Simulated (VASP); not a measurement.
A run of VASP 6.6.1 is set up as follows.

Contents of INCAR:

```
  PREC = Accurate
  ENCUT = 520
  EDIFF = 1E-6
  ISMEAR = 0
  SIGMA = 0.1
  LREAL = F
  LASPH = T
  NELM = 80
  ALGO = Normal
  ISIF = 2
  LWAVE = F
  LCHARG = T
  GGA = PE
  LELF = T
  LVHAR = T
  NBANDS = 26
```

Contents of KPOINTS:

```
Automatic mesh
0
Gamma
  6 6 12
```

File POSCAR:

```
Be2ZnSe3
1.0
    7.1725639690      0.0000000000      0.0000000000
   -3.5862819845      6.2116226074      0.0000000000
    0.0000000000      0.0000000000      2.9614459155
Be Zn Se
2 1 3
Direct
    0.6666666667      0.3333333333      0.7337560560
    0.3333333333      0.6666666667      0.7337560560
    0.0000000000      0.0000000000      0.9272503951
    0.0000000000      0.5000000000      0.9250774676
    0.5000000000      0.0000000000      0.9250774676
    0.5000000000      0.5000000000      0.9250774676
```

Potentials or basis: VASP PAW PBE potentials, release 64 (Be, Zn, Se).

The run is started by

```sh
$ cat potpaw_PBE.64/Be/POTCAR potpaw_PBE.64/Zn/POTCAR potpaw_PBE.64/Se/POTCAR > POTCAR
$ mpirun -np 1 vasp_std > vasp.out
```

**Question.** Predict the pressure.

**Answer.** 0.1 GPa.

**Question.** What does it give for the largest force?

**Answer.** 0.009 eV/Å.

Stress tensor (GPa, compression positive):
```
0.17 0.00 0.00
0.00 0.17 0.00
0.00 0.00 0.03
```
